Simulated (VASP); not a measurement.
Write the native input for VASP 6.6.1 that does the following.

| Quantity | Value |
| --- | --- |
| Task | single point |
| Functional | PBE |
| Potentials or basis | VASP PAW PBE potentials, release 64 (Ga_d, As) |
| Cutoff | 500 eV |
| k mesh | 6 × 6 × 6 |
| Occupations | fermi-dirac, width 0.02 eV |
| Spin | no spin polarisation |
| Dipole correction | no |
| Further INCAR settings | ALGO = Normal; EDIFF = 1e-06; NBANDS = 16 |

The structure of GaAs lies in POSCAR:

```
GaAs
1.0
    3.3286687154      0.0000000000      0.0000000000
    0.0000000000      3.3286687154      0.0000000000
    0.0000000000      0.0000000000      3.3286687154
Ga As
1 1
Direct
    0.0000000000      0.0000000000      0.0000000000
    0.5000000000      0.5000000000      0.5000000000
```

The input as run:

INCAR

```
PREC = Accurate
ENCUT = 500
EDIFF = 1E-6
ISMEAR = -1
SIGMA = 0.02
LREAL = False
LASPH = True
NELM = 120
ALGO = Normal
ISIF = 2
LWAVE = False
LCHARG = True
GGA = PE
LELF = True
LVHAR = True
NBANDS = 16
GGA_COMPAT = False
```

KPOINTS

```
regular mesh
0
Gamma
  6 6 6
```

Potentials or basis: VASP PAW PBE potentials, release 64 (Ga_d, As).

Command:

```sh
$ cat potpaw_PBE.64/Ga_d/POTCAR potpaw_PBE.64/As/POTCAR > POTCAR
$ mpirun -np 1 vasp_std > vasp.out
```

It gave:

* Pressure: 2.7 GPa
* Band gap on the k mesh: zero (band 9 reaches 7.54 eV, above the bottom of band 10 at 3.96 eV)

It took 4.7 s on 1 thread of Intel(R) Xeon(R) Platinum 8375C CPU @ 2.90GHz (Ice Lake) (shared host), peak memory 0.14 GiB.
